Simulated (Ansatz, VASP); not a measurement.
**Two plane-wave programs on HfO2**

INCAR

```
  ALGO = Normal
  EDIFF = 1E-6
  ENCUT = 520
  GGA = PS
  ISIF = 2
  ISMEAR = 0
  LASPH = T
  LCHARG = F
  LREAL = F
  LWAVE = F
  NBANDS = 56
  NELM = 60
  PREC = Accurate
  SIGMA = 0.1
```

The input KPOINTS:

```
k-points
0
Gamma
  4 4 4
```

Contents of POSCAR:

```
HfO2
1.0
    5.2194633600      0.0000000000      0.0000000000
    0.0000000000      5.0047636900      0.0000000000
    0.0000000000      0.0000000000      5.0326850500
Hf O
4 8
Direct
    0.0330060000      0.2674791800      0.2414403500
    0.4669940000      0.2674791800      0.7414403500
    0.5330060000      0.7325208200      0.2414403500
    0.9669940000      0.7325208200      0.7414403500
    0.3678725500      0.0713546000      0.3792672600
    0.1321274500      0.0713546000      0.8792672600
    0.7339485200      0.4601169500      0.4922923900
    0.7660514800      0.4601169500      0.9922923900
    0.2660514800      0.5398830500      0.9922923900
    0.2339485200      0.5398830500      0.4922923900
    0.8678725500      0.9286454000      0.3792672600
    0.6321274500      0.9286454000      0.8792672600
```

Input for Ansatz:

```yaml
crystal:
  lattice:
    - [5.21946336, 0.0, 0.0]
    - [0.0, 5.00476369, 0.0]
    - [0.0, 0.0, 5.03268505]
  atoms:
    - { symbol: Hf, position: [0.033006, 0.26747918, 0.24144035] }
    - { symbol: Hf, position: [0.466994, 0.26747918, 0.74144035] }
    - { symbol: Hf, position: [0.533006, 0.73252082, 0.24144035] }
    - { symbol: Hf, position: [0.966994, 0.73252082, 0.74144035] }
    - { symbol: O, position: [0.36787255, 0.0713546, 0.37926726] }
    - { symbol: O, position: [0.13212745, 0.0713546, 0.87926726] }
    - { symbol: O, position: [0.73394852, 0.46011695, 0.49229239] }
    - { symbol: O, position: [0.76605148, 0.46011695, 0.99229239] }
    - { symbol: O, position: [0.26605148, 0.53988305, 0.99229239] }
    - { symbol: O, position: [0.23394852, 0.53988305, 0.49229239] }
    - { symbol: O, position: [0.86787255, 0.9286454, 0.37926726] }
    - { symbol: O, position: [0.63212745, 0.9286454, 0.87926726] }
basis:
  ecutwfc: 420
kpoints:
  mp_grid: { grid: [4, 4, 4] }
hamiltonian:
  xc: pbesol
  pseudopotentials: { kind: paw, azcp: { folder: soft_1 } }
scf:
  occupations: { method: gaussian, width: 0.1 }
output:
  forces: true
  stress: true
  eigenvalues: true
```

Alike in both runs: task single point; functional PBEsol; k mesh 4 × 4 × 4; occupations gaussian, width 0.1 eV; no spin polarisation.

|  | VASP | Ansatz |
| --- | --- | --- |
| version | VASP 6.6.1 | Ansatz 0.2.0 |
| potentials or method | VASP PAW PBE potentials, release 64 (Hf_pv, O), cutoff 520 eV | scalar-relativistic, plane waves, PAW |
| valence electrons in the cell | 88 | 152 |

```tsv
	VASP	Ansatz	Ansatz less VASP
gap on the k mesh at the Fermi level (eV)	4.36	4.40	+0.042
least direct gap on the mesh (eV)	4.55	4.59	+0.034
pressure (GPa)	-1.5	1.8	+3.29
traceless stress, the component that is largest in VASP (GPa)	0.15	0.11	-0.032
rms of the force components (eV/Å)	0.038	0.047	+0.0092
```

VASP's potentials were made for PBE, not for PBEsol, and Ansatz warns of the same on its side. Atom by atom the forces differ by 0.029 eV/Å (rms over components). VASP's potentials hold 88 valence electrons a cell and Ansatz's 152, so a difference there can come from the potentials and not from the codes.

Spin-orbit coupling is off throughout.
